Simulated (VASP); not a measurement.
A run of VASP 6.6.1 is set up as follows.

INCAR

```
SYSTEM = Al
  PREC = Accurate
  ENCUT = 520
  EDIFF = 1E-7
  ISMEAR = 0
  SIGMA = 0.15
  LREAL = .False.
  LASPH = .True.
  NELM = 80
  ALGO = Normal
  ISIF = 2
  LWAVE = .False.
  LCHARG = .False.
  GGA = CA
  NBANDS = 10
```

The input KPOINTS:

```
Automatic mesh
0
Gamma
  18 18 10
  0 0 0
```

File POSCAR:

```
Al
1.0
    2.9496000000      0.0000000000      0.0000000000
   -1.4748000000      2.5544285310      0.0000000000
    0.0000000000      0.0000000000      4.3113000000
Al
2
Direct
    0.6666666667      0.3333333333      0.7500000000
    0.3333333333      0.6666666667      0.2500000000
```

Potentials or basis: VASP PAW LDA potentials, release 64 (Al).

Launch:

```console
$ cat potpaw_LDA.64/Al/POTCAR > POTCAR
$ mpirun -np 1 vasp_std > vasp.out
```

(1) What does it give for the pressure?

(2) Estimate the band gap on the k mesh.

Answers

(1) -0.2 GPa.

(2) zero (bands 3 and 4 overlap by 9.21 eV).
